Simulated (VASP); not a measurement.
Sb, 3 atoms in the cell. Symmetry: P6/mmm, No. 191, hexagonal system. Conventional cell: a = 5.356 Å, b = 5.356 Å, c = 3.283 Å, α = 90.00°, β = 90.00°, γ = 120.00°. Sb (site symmetry 6/mmm) has 14 Sb at 3.28 to 3.50 Å within 4.3 Å. Sb (site symmetry -6m2) has 11 Sb at 3.09 to 3.50 Å within 4.1 Å. 

| Quantity | Value |
| --- | --- |
| Program | VASP 6.6.1 |
| Task | relaxation of cell and atoms |
| Functional | PBEsol |
| Potentials or basis | VASP PAW PBE potentials, release 64 (Sb) |
| Cutoff | 600 eV |
| k mesh | 7 × 7 × 10 |
| Occupations | fermi-dirac, width 0.1 eV |
| Spin | no spin polarisation |
| Dipole correction | no |
| Further INCAR settings | ALGO = Normal; EDIFF = 1e-06; IBRION = 2; EDIFFG = -0.01; NSW = 80; ISIF = 3 |

Potentials or basis: VASP PAW PBE potentials, release 64 (Sb).

Launch:

```console
$ cat potpaw_PBE.64/Sb/POTCAR > POTCAR
$ mpirun -np 1 vasp_std > vasp.out
```

Hardware: 1 thread of Intel Xeon 8259CL, with other jobs on the host.

Question: How long does it take, and how much memory?

Answer: Run time: 4.4 min on 1 thread of Intel Xeon 8259CL (shared host), peak memory 0.26 GiB. Counts: scf iterations 44, k points 48, ion steps 8.
